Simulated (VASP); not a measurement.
Write the native input for VASP 6.6.1 that does the following.

| Quantity | Value |
| --- | --- |
| Task | single point |
| Functional | r2SCAN |
| Potentials or basis | VASP PAW PBE potentials, release 64 (Sn_d, O) |
| Cutoff | 520 eV |
| k mesh | 12 × 12 × 12 |
| Occupations | gaussian, width 0.05 eV |
| Spin | no spin polarisation |
| Dipole correction | no |
| Further INCAR settings | ALGO = Normal; EDIFF = 1e-06; NBANDS = 20 |

The system is SnO2.

```xyz
3
Lattice="1.4877 0.8589 4.4165 -1.4877 0.8589 4.4165 0.0000 -1.7179 4.4165" Properties=species:S:1:pos:R:3 pbc="T T T"
Sn    0.0000    0.0000    6.6248
O     0.0000    0.0000    3.1424
O     0.0000    0.0000   10.1072
```

This cell differs from its parent crystal: strain -0.080 along x and y, -0.080 along z.

These files were run (other wordings do the same):

POSCAR

```
SnO2
1.0
    1.4877256292      0.8589387925      4.4165451773
   -1.4877256292      0.8589387925      4.4165451773
    0.0000000000     -1.7178775850      4.4165451773
Sn O
1 2
Direct
    0.5000000000      0.5000000000      0.5000000000
    0.2371700000      0.2371700000      0.2371700000
    0.7628300000      0.7628300000      0.7628300000
```

INCAR.step1

```
SYSTEM = SnO2
PREC     = Accurate       ! precision mode
ENCUT    = 520            ! plane-wave cutoff, eV
ISMEAR   = 0              ! smearing method
SIGMA    = 0.05           ! smearing width, eV
LREAL    = .FALSE.        ! projectors in reciprocal space
LASPH    = .TRUE.         ! aspherical terms in the spheres
NELM     = 60             ! most SCF steps
NBANDS   = 20             ! bands
GGA      = PE             ! functional
ALGO     = Normal         ! electronic algorithm
EDIFF    = 1E-4           ! SCF threshold, eV
LWAVE    = .TRUE.         ! write WAVECAR
LCHARG   = .FALSE.        ! write CHGCAR
```

INCAR.step2

```
SYSTEM = SnO2
PREC     = Accurate       ! precision mode
ENCUT    = 520            ! plane-wave cutoff, eV
EDIFF    = 1E-6           ! SCF threshold, eV
ISMEAR   = 0              ! smearing method
SIGMA    = 0.05           ! smearing width, eV
LREAL    = .FALSE.        ! projectors in reciprocal space
LASPH    = .TRUE.         ! aspherical terms in the spheres
NELM     = 60             ! most SCF steps
ALGO     = Normal         ! electronic algorithm
ISIF     = 2              ! what is computed and relaxed
LWAVE    = .FALSE.        ! write WAVECAR
LCHARG   = .FALSE.        ! write CHGCAR
METAGGA  = R2SCAN         ! meta-GGA
LMIXTAU  = .TRUE.       
NBANDS   = 20             ! bands
ISTART   = 1
```

KPOINTS

```
regular mesh
0
G
  12 12 12
  0 0 0
```

Potentials or basis: VASP PAW PBE potentials, release 64 (Sn_d, O).

Command:

```sh
$ cat potpaw_PBE.64/Sn_d/POTCAR potpaw_PBE.64/O/POTCAR > POTCAR
$ cp INCAR.step1 INCAR
$ mpirun -np 1 vasp_std > vasp.out
$ cp INCAR.step2 INCAR
$ mpirun -np 1 vasp_std > vasp.out
```

Results of the run:

The pressure is 57.8 GPa, the largest force is 3.544 eV/Å and the band gap on the k mesh is 4.57 eV (least direct gap 5.07 eV).

Caveat: the cell differs from its parent crystal (strain -0.080 along x and y, -0.080 along z); the stress differs along the axes, from 32 to 71 GPa; the PAW data sets were made with another functional, which shifts forces and pressure a little; spin-orbit coupling is left out, which moves the levels of the heavy elements.

It took 12 min on 1 thread of AMD EPYC 9R45 96-Core Processor (Zen 5) (shared host), peak memory 0.27 GiB.
